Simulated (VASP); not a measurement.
Here is a VASP 6.6.1 calculation.

File INCAR:

```
ALGO = Normal ; EDIFF = 1E-6
ENCUT = 520 ; GGA = PE
ISIF = 2 ; ISMEAR = 1
IVDW = 13 ; LASPH = True
LCHARG = False ; LREAL = False
LWAVE = False ; NBANDS = 12
NELM = 60 ; PREC = Accurate
SIGMA = 0.1
```

File KPOINTS:

```
k-points
0
Gamma
  10 10 10
```

File POSCAR:

```
Hg
1.0
    3.2739232600      0.0000000000      0.0000000000
   -1.0293415076      3.1078979348      0.0000000000
   -1.1222908761     -1.5539489673      2.6541061223
Hg
1
Direct
    0.5000000000      0.5000000000      0.0000000000
```

Potentials or basis: VASP PAW PBE potentials, release 64 (Hg).

The run is started by

```console
$ cat potpaw_PBE.64/Hg/POTCAR > POTCAR
$ mpirun -np 1 vasp_std > vasp.out
```

(1) What does it give for the dispersion energy per atom?

(2) Predict the pressure.

(3) Predict the band gap on the k mesh.

Answers

(1) -0.399 eV.

(2) -0.5 GPa.

(3) zero (band 6 reaches 4.02 eV, above the bottom of band 7 at 0.90 eV).

Caveat: spin-orbit coupling is left out, which moves the levels of the heavy elements; pairwise dispersion overbinds metals, which lowers pressure and volume.
